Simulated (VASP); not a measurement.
Set up this calculation in VASP 6.6.1, as the native input.

```yaml
Task: single point
Functional: PBE
Potentials_or_basis: VASP PAW PBE potentials, release 64 (Ca_sv, S)
Cutoff: 500 eV
k_mesh: 8 × 8 × 8
Occupations: fermi-dirac, width 0.02 eV
Spin: no spin polarisation
Dipole_correction: no
Further_INCAR_settings: ALGO = Normal; EDIFF = 1e-06; NBANDS = 15
```

The structure of CaS (Oldhamite) lies in POSCAR:

```
CaS
1.0
    0.0000000000      2.8560321311      2.8560321311
    2.8560321311      0.0000000000      2.8560321311
    2.8560321311      2.8560321311      0.0000000000
Ca S
1 1
Direct
    0.0000000000      0.0000000000      0.0000000000
    0.5000000000      0.5000000000      0.5000000000
```

The input as run:

INCAR

```
SYSTEM = CaS
PREC = Accurate ; ENCUT = 500
EDIFF = 1E-6 ; ISMEAR = -1
SIGMA = 0.02 ; LREAL = .False.
LASPH = .True. ; NELM = 120
ALGO = Normal ; ISIF = 2
LWAVE = .False. ; LCHARG = .False.
GGA = PE ; NBANDS = 15
GGA_COMPAT = .False.
```

KPOINTS

```
regular mesh
0
Gamma
  8 8 8
  0 0 0
```

Potentials or basis: VASP PAW PBE potentials, release 64 (Ca_sv, S).

Launch:

```sh
$ cat potpaw_PBE.64/Ca_sv/POTCAR potpaw_PBE.64/S/POTCAR > POTCAR
$ mpirun -np 1 vasp_std > vasp.out
```

It gave:

| Quantity | Value |
| --- | --- |
| Pressure | 0.1 GPa |
| Band gap on the k mesh | 2.38 eV, indirect (least direct gap 3.18 eV) |

Run time: 11 s on 1 thread of Intel(R) Xeon(R) 6975P-C (Granite Rapids) (shared host), peak memory 0.17 GiB.
